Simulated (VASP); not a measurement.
Runs of VASP 6.6.1 on ZnS. The structure is that of space group F-43m (No. 216), or close to it. The cells are those of the table. 

```tsv
cell	gap on the mesh (eV)	pressure (GPa)
a = 3.768, b = 3.768, c = 3.710 Å, angles 60.5, 60.5, 59.0°, 2 atoms	2.33	6.8
a = 3.739, b = 3.739, c = 3.768 Å, angles 59.7, 59.7, 60.5°, 2 atoms	2.34	6.7
a = 3.768, b = 3.768, c = 3.825 Å, angles 59.5, 59.5, 61.0°, 2 atoms	2.17	4.0
a = 3.883, b = 3.883, c = 3.940 Å, angles 59.5, 59.5, 61.0°, 2 atoms	(c)	-2.5
a = 3.825, b = 3.825, c = 3.882 Å, angles 59.5, 59.5, 61.0°, 2 atoms	1.97	(a)
a = 3.911, b = 3.911, c = 3.940 Å, angles 59.8, 59.8, 60.5°, 2 atoms	1.75	-3.3
a = 3.911, b = 3.911, c = 3.882 Å, angles 60.2, 60.2, 59.5°, 2 atoms	1.83	-2.5
a = 3.797, b = 3.797, c = 3.710 Å, angles 60.8, 60.8, 58.5°, 2 atoms	2.24	(b)
```

Alike in all rows: task single point; level PBE; potentials or basis VASP PAW PBE potentials, release 64 (Zn, S); no spin polarisation; k mesh 10 × 10 × 10; cutoff (eV) 520; smearing gaussian 0.05 eV.

Question: Estimate the missing entries.

Answer: (a) 0.4; (b) 5.3; (c) 1.78.

